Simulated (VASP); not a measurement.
# C (P6_3/mmc) in VASP: notebook

C is run at these levels: LDA; tasks: single point.

Program: VASP 6.6.1. These are calculated values, not measurements. Logs are shortened: lines on timing, memory, paths and dates and some standing lists are left out, and cuts for length are marked.

### 1 The cell of the first run

It takes space group P6_3/mmc (No. 194, hexagonal). Conventional cell: a = 2.200 Å, b = 2.200 Å, c = 3.695 Å, α = 90.00°, β = 90.00°, γ = 120.00°. Within 1.7 Å of C (site symmetry -6m2) lie 3 C at 1.27 Å. C (site symmetry -6m2) has 3 C at 1.27 Å within 1.7 Å.

### 2 Single point, LDA

INCAR

```
ALGO = Normal ; EDIFF = 1E-7
ENCUT = 520 ; GGA = CA
ISIF = 2 ; ISMEAR = -1
LASPH = True ; LCHARG = False
LREAL = False ; LWAVE = False
NBANDS = 16 ; NELM = 80
PREC = Accurate ; SIGMA = 0.1
```

KPOINTS

```
k-points
0
Gamma
  17 17 6
```

POSCAR

```
C
1.0
    2.1995028030      0.0000000000      0.0000000000
   -1.0997514015      1.9048253031      0.0000000000
    0.0000000000      0.0000000000      3.6952017720
C
4
Direct
    0.0000000000      0.0000000000      0.2500000000
    0.0000000000      0.0000000000      0.7500000000
    0.3333333333      0.6666666667      0.2500000000
    0.6666666667      0.3333333333      0.7500000000
```

Potentials or basis: VASP PAW LDA potentials, release 64 (C).

The run is started by

```console
$ cat potpaw_LDA.64/C/POTCAR > POTCAR
$ mpirun -np 1 vasp_std > vasp.out
```

OUTCAR:

```text
EDIFF = 1E-7
   ENCUT = 520
   GGA = CA
   ISIF = 2
   ISMEAR = -1
   LASPH = True
   LREAL = False
   NELM = 80
   PREC = Accurate

 ion  position               nearest neighbor table
   1  0.000  0.000  0.250-   3 1.27   3 1.27   3 1.27   2 1.85   2 1.85
   2  0.000  0.000  0.750-   4 1.27   4 1.27   4 1.27   1 1.85   1 1.85
   3  0.333  0.667  0.250-   1 1.27   1 1.27   1 1.27
   4  0.667  0.333  0.750-   2 1.27   2 1.27   2 1.27

  LATTYP: Found a hexagonal cell.
 ALAT       =     2.1995028030
 C/A-ratio  =     1.6800168506

  Lattice vectors:

 A1 = (   2.1995028030,   0.0000000000,   0.0000000000)
 A2 = (  -1.0997514015,   1.9048253031,   0.0000000000)
 A3 = (   0.0000000000,   0.0000000000,   3.6952017720)

Analysis of symmetry for initial positions (statically):
=====================================================================
 Subroutine PRICEL returns:
 Original cell was already a primitive cell.

 Routine SETGRP: Setting up the symmetry group for a
 hexagonal supercell.

 Subroutine GETGRP returns: Found 24 space group operations
 (whereof 12 operations were pure point group operations)
 out of a pool of 24 trial point group operations.

The static configuration has the point symmetry D_3d.
 The point group associated with its full space group is D_6h.

Analysis of symmetry for dynamics (positions and initial velocities):
=====================================================================
 Subroutine PRICEL returns:
 Original cell was already a primitive cell.

 Routine SETGRP: Setting up the symmetry group for a
 hexagonal supercell.

 Subroutine GETGRP returns: Found 24 space group operations
 (whereof 12 operations were pure point group operations)
 out of a pool of 24 trial point group operations.

The dynamic configuration has the point symmetry D_3d.
 The point group associated with its full space group is D_6h.

 Subroutine INISYM returns: Found 24 space group operations
 (whereof 12 operations are pure point group operations),
 and found     1 'primitive' translations

----------------------------------------------------------------------------------------

                                     Primitive cell

  volume of cell :      15.4817

  direct lattice vectors                    reciprocal lattice vectors
     2.199502803  0.000000000  0.000000000     0.454648204  0.262491263  0.000000000
    -1.099751402  1.904825303  0.000000000     0.000000000  0.524982526  0.000000000
     0.000000000  0.000000000  3.695201772     0.000000000  0.000000000  0.270621217

  length of vectors
     2.199502803  2.199502803  3.695201772     0.524982526  0.524982526  0.270621217

  position of ions in fractional coordinates (direct lattice)
     0.000000000  0.000000000  0.250000000
     0.000000000  0.000000000  0.750000000
     0.333333333  0.666666667  0.250000000
     0.666666667  0.333333333  0.750000000

  ion indices of the primitive-cell ions
   primitive index   ion index
                 1           1
                 2           2
                 3           3
                 4           4

----------------------------------------------------------------------------------------

 KPOINTS: k-points

Automatic generation of k-mesh.
 Grid dimensions read from file:
 generate k-points for:   17   17    6

 Generating k-lattice:

  Cartesian coordinates                     Fractional coordinates (reciprocal lattice)
     0.026744012  0.015440663  0.000000000     0.058823529 -0.000000000  0.000000000
     0.000000000  0.030881325  0.000000000     0.000000000  0.058823529  0.000000000
     0.000000000  0.000000000  0.045103536     0.000000000  0.000000000  0.166666667

  Length of vectors
     0.030881325  0.030881325  0.045103536

  Shift w.r.t. Gamma in fractional coordinates (k-lattice)
     0.000000000  0.000000000  0.000000000

 Subroutine IBZKPT returns following result:
 ===========================================

 Found    132 irreducible k-points:

 Following reciprocal coordinates:
            Coordinates               Weight
  0.000000  0.000000  0.000000      1.000000
  0.058824  0.000000  0.000000      6.000000
  0.117647  0.000000  0.000000      6.000000
  0.176471  0.000000  0.000000      6.000000
  0.235294  0.000000  0.000000      6.000000
  0.294118  0.000000  0.000000      6.000000
[... 16 lines left out ...]
  0.411765  0.117647  0.000000     12.000000
  0.176471  0.176471  0.000000      6.000000
 [... further k-points ...]
   k-points           NKPTS =    132   k-points in BZ     NKDIM =    132   number of bands    NBANDS=     16
   number of dos      NEDOS =    301   number of ions     NIONS =      4
   total plane-waves  NPLWV =   7168
   dimension x,y,z NGX =    16 NGY =   16 NGZ =   28
   dimension x,y,z NGXF=    32 NGYF=   32 NGZF=   56
   ions per type =               4
   NGX,Y,Z   is equivalent  to a cutoff of  12.09, 12.09, 12.60 a.u.
   NGXF,Y,Z  is equivalent  to a cutoff of  24.19, 24.19, 25.19 a.u.
 SYSTEM =  unknown system
   PREC   = accura    normal or accurate (medium, high low for compatibility)
   ISTART =      0    job   : 0-new  1-cont  2-samecut
   ICHARG =      2    charge: 1-file 2-atom 10-const
   ISPIN  =      1    spin polarized calculation?
   LNONCOLLINEAR =      F non collinear calculations
   LSORBIT =      F    spin-orbit coupling
   LASPH  =      T    aspherical Exc in radial PAW
   ENCUT  =  520.0 eV  38.22 Ry    6.18 a.u.   4.09  4.09  6.87*2*pi/ulx,y,z
   NELM   =     80;   NELMIN=  2; NELMDL= -5     # of ELM steps
   EDIFF  = 0.1E-06   stopping-criterion for ELM
   LREAL  =      F    real-space projection
   EDIFFG = 0.1E-05   stopping-criterion for IOM
   NSW    =      0    number of steps for IOM
   IBRION =     -1    ionic relax: 0-MD 1-quasi-New 2-CG
   NFREE  =      0    steps in history (QN), initial steepest desc. (CG)
   ISIF   =      2    stress and relaxation
   ISYM   =      2    0-nonsym 1-usesym 2-fastsym
   POTIM  = 0.5000    time-step for ionic-motion
   TEBEG  =    0.0;   TEEND  =   0.0 temperature during run
   PSTRESS=    0.0 pullay stress
   NELECT =      16.0000    total number of electrons
   NUPDOWN=      -1.0000    fix difference up-down
   EMIN   =  10.00;   EMAX   =-10.00  energy-range for DOS
   EFERMI =   0.00;   METHOD = LEGACY
   ISMEAR =    -1;   SIGMA  =   0.10  broadening in eV -4-tet -1-fermi 0-gaus
   EFERMI_NEDOS =   21; number of points for ismear=-14 and -15
   IALGO  =     38    algorithm
   IMIX   =      4    mixing-type and parameters
     AMIX     =   0.40;   BMIX     =  1.00
     AMIX_MAG =   1.60;   BMIX_MAG =  1.00
  volume/ion in A,a.u.               =       3.87        26.12
  Fermi-wavevector in a.u.,A,eV,Ry     =   1.655169  3.127815 37.274287  2.739583
  Thomas-Fermi vector in A             =   2.743311
   LORBIT       =      0    0 simple, 1 ext, 2 COOP (PROOUT), +10 PAW based schemes
   GGA     = CA    functional components
   LHFCALC =     F    Hartree Fock is set to
   AEXX    =    0.0000 exact exchange contribution
   IVDW    =     0    specifies the selected vdW correction
   LEPSILON=     F    determine dielectric tensor
   LRPA    =     F    only Hartree local field effects (RPA)
 non-spin polarized calculation
  energy-cutoff  :      520.00
  volume of cell :       15.48
 maximum number of plane-waves:       428
   NGX =  9   NGY =  9   NGZ = 13

 number of electron      15.9999997 magnetization

 Free energy of the ion-electron system (eV)
  ---------------------------------------------------
  ext. energy  EPLUGINS =         0.00000000
  ---------------------------------------------------
  free energy    TOTEN  =       -29.98367699 eV

  energy without entropy =      -29.96954635  energy(sigma->0) =      -29.97661167

 E-fermi :  16.4437     XC(G=0): -15.4685

 val. band max:       16.4288515847   @ k =   0.2353   0.1765   0.1667
 cond. band min:      16.4563325452   @ k =   0.2353   0.2353   0.1667
 fundamental gap:      0.0274809604
 Fermi energy:        16.4437112219

 k-point     1 :       0.0000    0.0000    0.0000
  band No.  band energies     occupation
      1     -11.0252      2.00000
      2      -3.3169      2.00000
      3      -1.2194      2.00000
      4      11.4154      2.00000
      5      11.4154      2.00000
      6      12.7289      2.00000
[... 8 lines left out ...]
     15      33.2103      0.00000
     16      35.3415      0.00000

 k-point     2 :       0.0588    0.0000    0.0000
  band No.  band energies     occupation
      1     -10.9185      2.00000
      2      -3.2335      2.00000
      3      -1.0876      2.00000
      4      10.8609      2.00000
      5      11.0418      2.00000
      6      12.5133      2.00000
[... 8 lines left out ...]
     15      32.7335      0.00000
     16      35.4385      0.00000

 k-point     3 :       0.1176    0.0000    0.0000
  band No.  band energies     occupation
      1     -10.5987      2.00000
      2      -2.9844      2.00000
      3      -0.6932      2.00000
      4       9.4625      2.00000
      5      10.1901      2.00000
      6      11.8058      2.00000
[... 8 lines left out ...]
     15      33.1066      0.00000
     16      35.7235      0.00000

 k-point     4 :       0.1765    0.0000    0.0000
  band No.  band energies     occupation
      1     -10.0667      2.00000
      2      -2.5707      2.00000
      3      -0.0387      2.00000
      4       7.5954      2.00000
      5       9.1950      2.00000
      6      10.6698      2.00000
[... 8 lines left out ...]
     15      34.0788      0.00000
     16      36.1579      0.00000

 k-point     5 :       0.2353    0.0000    0.0000
  band No.  band energies     occupation
      1      -9.3248      2.00000
      2      -1.9953      2.00000
      3       0.8700      2.00000
      4       5.5139      2.00000
      5       8.2361      2.00000
      6       9.2676      2.00000
[... 8 lines left out ...]
     15      34.9079      0.00000
     16      36.6301      0.00000

 k-point     6 :       0.2941    0.0000    0.0000
  band No.  band energies     occupation
      1      -8.3766      2.00000
      2      -1.2636      2.00000
      3       2.0219      2.00000
      4       3.3780      2.00000
      5       7.4063      2.00000
      6       7.7416      2.00000
[... 8 lines left out ...]
     15      35.8843      0.00000
     16      36.3296      0.00000
[... 267 lines left out ...]
 k-point    21 :       0.2941    0.1176    0.0000
  band No.  band energies     occupation
      1      -6.9167      2.00000
      2      -0.1545      2.00000
      3       1.5165      2.00000
      4       3.7670      2.00000
      5       5.2593      2.00000
      6       6.3720      2.00000
[... 8 lines left out ...]
     15      36.8308      0.00000
     16      38.2139      0.00000

 k-point    22 :       0.3529    0.1176    0.0000
  band No.  band energies     occupation
      1      -5.5780      2.00000
      2      -0.5241      2.00000
      3       0.9473      2.00000
      4       4.7269      2.00000
      5       4.9963      2.00000
      6       5.2745      2.00000
[... 8 lines left out ...]
     15      36.7775      0.00000
     16      40.5387      0.00000

 k-point    23 :       0.4118    0.1176    0.0000
  band No.  band energies     occupation
      1      -4.0647      2.00000
      2      -2.3365      2.00000
      3       2.0485      2.00000
      4       3.5033      2.00000
      5       4.6438      2.00000
      6       6.6205      2.00000
[... 8 lines left out ...]
     15      36.3242      0.00000
     16      42.4379      0.00000

 k-point    24 :       0.1765    0.1765    0.0000
  band No.  band energies     occupation
      1      -8.1679      2.00000
      2      -1.0999      2.00000
      3       2.2791      2.00000
      4       4.4510      2.00000
      5       5.1118      2.00000
      6       8.5855      2.00000
[... 8 lines left out ...]
     15      36.9386      0.00000
     16      37.9988      0.00000

 [... further k-points ...]

------------------------ aborting loop because EDIFF is reached ----------------------------------------

  FORCE on cell =-STRESS in cart. coord.  units (eV):
  Direction    XX          YY          ZZ          XY          YZ          ZX
  --------------------------------------------------------------------------------------
  -------------------------------------------------------------------------------------
  Total       37.9639544     37.9639544     37.7688914      0.0000000      0.0000000      0.0000000
  in kB     3928.8386804   3928.8386804   3908.6518756      0.0000000      0.0000000      0.0000000
  external PRESSURE =    3922.1097454 kB  Pullay stress =       0.0000000 kB

 VOLUME and BASIS-vectors are now :
 -----------------------------------------------------------------------------
  energy-cutoff  :      520.00
  volume of cell :       15.48
      direct lattice vectors                 reciprocal lattice vectors
     2.199502803  0.000000000  0.000000000     0.454648204  0.262491263  0.000000000
    -1.099751402  1.904825303  0.000000000     0.000000000  0.524982526  0.000000000
     0.000000000  0.000000000  3.695201772     0.000000000  0.000000000  0.270621217

 POSITION                                       TOTAL-FORCE (eV/Angst)
 -----------------------------------------------------------------------------------
      0.00000      0.00000      0.92380         0.000000      0.000000     -0.000000
      0.00000      0.00000      2.77140         0.000000     -0.000000      0.000000
     -0.00000      1.26988      0.92380         0.000000     -0.000000     -0.000000
      1.09975      0.63494      2.77140        -0.000000      0.000000      0.000000
 -----------------------------------------------------------------------------------
    total drift:                                0.000000     -0.000000      0.000000

  FREE ENERGIE OF THE ION-ELECTRON SYSTEM (eV)
  ---------------------------------------------------
  free  energy   TOTEN  =       -29.9836769930 eV

  energy  without entropy=      -29.9695463533  energy(sigma->0) =      -29.97661167
```

Run time: 22 s. Hardware: 1 thread of Intel Xeon 8259CL, shared host; peak memory 0.13 GiB.

What came out:

* Free energy: -29.9837 eV
* Pressure: 392.2 GPa
* Band gap on the k mesh: zero (band 8 reaches 17.37 eV, above the bottom of band 9 at 13.93 eV)

### 3 Single point, LDA

INCAR

```
PREC     = Accurate       # precision mode
ENCUT    = 520            # plane-wave cutoff, eV
EDIFF    = 1E-7           # SCF threshold, eV
ISMEAR   = -1             # smearing method
SIGMA    = 0.1            # smearing width, eV
LREAL    = False          # projectors in reciprocal space
LASPH    = True           # aspherical terms in the spheres
NELM     = 80             # most SCF steps
ALGO     = Normal         # electronic algorithm
ISIF     = 2              # what is computed and relaxed
LWAVE    = False          # write WAVECAR
LCHARG   = True           # write CHGCAR
LELF     = True           # ELF
LVHAR    = True         
NBANDS   = 16             # bands
```

KPOINTS

```
Automatic mesh
0
Gamma
  17 17 6
```

POSCAR is that of step 2.

Potentials or basis: VASP PAW LDA potentials, release 64 (C).

The run is started by

```console
$ cat potpaw_LDA.64/C/POTCAR > POTCAR
$ mpirun -np 1 vasp_std > vasp.out
```

Run time: 24 s. Hardware: 1 thread of Intel Xeon 8259CL, shared host; peak memory 0.13 GiB.

Results (log left out):

```
Free energy            : -29.9837 eV
Pressure               : 392.2 GPa
Band gap on the k mesh : zero (band 8 reaches 17.37 eV, above the bottom of band 9 at 13.93 eV)
```

Stress tensor (GPa, compression positive):
```
392.88   0.00   0.00
  0.00 392.88   0.00
  0.00   0.00 390.87
```

Levels at points of the mesh, in eV from the Fermi level:
| k point | band 5 | band 6 | band 7 | band 8 | band 9 | band 10 | band 11 | band 12 |
| --- | --- | --- | --- | --- | --- | --- | --- | --- |
| (0.00, 0.00, 0.00) | -5.03 | -3.71 | -3.71 | -0.12 | 8.28 | 8.28 | 10.20 | 10.20 |
| (0.00, 0.00, 0.50) | -4.35 | -4.35 | -4.35 | -4.35 | 8.79 | 8.79 | 8.79 | 8.79 |

### 4 Single point, LDA

This run uses another cell than the first one: it holds 2 atoms, not 4.

INCAR

```
ALGO = Normal
EDIFF = 1E-7
ENCUT = 520
ISIF = 2
ISMEAR = -1
LASPH = T
LCHARG = F
LREAL = F
LWAVE = F
NBANDS = 11
NELM = 100
PREC = Accurate
SIGMA = 0.1
```

KPOINTS

```
k-points
0
Gamma
  26 26 14
```

POSCAR

```
C
1.0
    1.4951788505      0.0000000000      0.0000000000
   -0.7475894253      1.2948628678      0.0000000000
    0.0000000000      0.0000000000      3.6478357496
C
2
Direct
    0.3333333333      0.6666666667      0.2500000000
    0.6666666667      0.3333333333      0.7500000000
```

The run is started by

```console
$ cat potpaw_LDA.64/C/POTCAR > POTCAR
$ mpirun -np 1 vasp_std > vasp.out
```

Run time: 52 s. Hardware: 1 thread of Intel Xeon 8259CL, shared host; peak memory 0.14 GiB.

The run converged. Its results:

```yaml
Free_energy: -7.6492 eV
Pressure: 393.0 GPa
Band_gap_on_the_k_mesh: zero (band 4 reaches 25.20 eV, above the bottom of band 5 at 17.44 eV)
```

Stress tensor (GPa, compression positive):
```
393.48   0.00   0.00
  0.00 393.48   0.00
  0.00   0.00 391.90
```

Levels at points of the mesh, in eV from the Fermi level:
```
           k point  band 2  band 3  band 4  band 5  band 6  band 7
(0.00, 0.00, 0.00)  -24.04  -20.93   -1.56   15.55   22.77   22.77
(0.50, 0.00, 0.00)  -16.57   -6.35   -2.73   -2.17    1.55   12.05
(0.00, 0.00, 0.50)  -29.46  -11.33  -11.33   23.08   23.08   23.08
(0.50, 0.00, 0.50)  -17.40   -6.40   -6.40    3.00    3.00   13.00
```

### 5 Single point, LDA

This run uses another cell than the first one: it holds 2 atoms, not 4.

INCAR

```
SYSTEM = C
PREC = Accurate ; ENCUT = 520
EDIFF = 1E-6 ; ISMEAR = -1
SIGMA = 0.1 ; LREAL = .FALSE.
LASPH = .TRUE. ; NELM = 100
ALGO = Normal ; ISIF = 2
LWAVE = .FALSE. ; LCHARG = .TRUE.
GGA = CA ; LELF = .TRUE.
LVHAR = .TRUE. ; NBANDS = 11
```

KPOINTS

```
Automatic mesh
0
G
  26 26 14
  0 0 0
```

POSCAR

```
C
1.0
    1.4951817545      0.0000000000      0.0000000000
   -0.7475908773      1.2948653827      0.0000000000
    0.0000000000      0.0000000000      3.6487808165
C
2
Direct
    0.3333333333      0.6666666667      0.2500000000
    0.6666666667      0.3333333333      0.7500000000
```

The run is started by

```console
$ cat potpaw_LDA.64/C/POTCAR > POTCAR
$ mpirun -np 1 vasp_std > vasp.out
```

Run time: 56 s. Hardware: 1 thread of Intel Xeon 8259CL, shared host; peak memory 0.14 GiB.

The run converged. Its results:

- Free energy: -7.6537 eV
- Pressure: 392.6 GPa
- Band gap on the k mesh: zero (band 4 reaches 25.19 eV, above the bottom of band 5 at 17.44 eV)

Stress tensor (GPa, compression positive):
```
393.23   0.00   0.00
  0.00 393.23   0.00
  0.00   0.00 391.37
```

Levels at points of the mesh, in eV from the Fermi level:
| k point | band 1 | band 2 | band 3 | band 4 | band 5 | band 6 | band 7 | band 8 |
| --- | --- | --- | --- | --- | --- | --- | --- | --- |
| (0.00, 0.00, 0.00) | -31.70 | -24.04 | -20.92 | -1.57 | 15.54 | 22.77 | 22.77 | 23.42 |
| (0.50, 0.00, 0.00) | -18.26 | -16.57 | -6.35 | -2.73 | -2.17 | 1.56 | 12.06 | 14.06 |
| (0.00, 0.00, 0.50) | -29.46 | -29.46 | -11.33 | -11.33 | 23.08 | 23.08 | 23.08 | 23.08 |
| (0.50, 0.00, 0.50) | -17.39 | -17.39 | -6.39 | -6.39 | 3.00 | 3.00 | 13.00 | 13.00 |

### 6 Overview

| cell | k mesh | gap on the mesh (eV) | pressure (GPa) |
| --- | --- | --- | --- |
| a = 2.200, b = 2.200, c = 3.695 Å, angles 90.0, 90.0, 120.0°, 4 atoms | 17 × 17 × 6 | none | 392.2 |
| a = 1.495, b = 1.495, c = 3.648 Å, angles 90.0, 90.0, 120.0°, 2 atoms | 26 × 26 × 14 | none | 393.0 |
| a = 1.495, b = 1.495, c = 3.649 Å, angles 90.0, 90.0, 120.0°, 2 atoms | 26 × 26 × 14 | none | 392.6 |

Alike in all rows: task single point; level LDA; potentials or basis VASP PAW LDA potentials, release 64 (C); no spin polarisation; cutoff (eV) 520; smearing fermi-dirac 0.1 eV.

Total energies depend on the potentials used, so only differences within one code and one set of settings carry meaning.
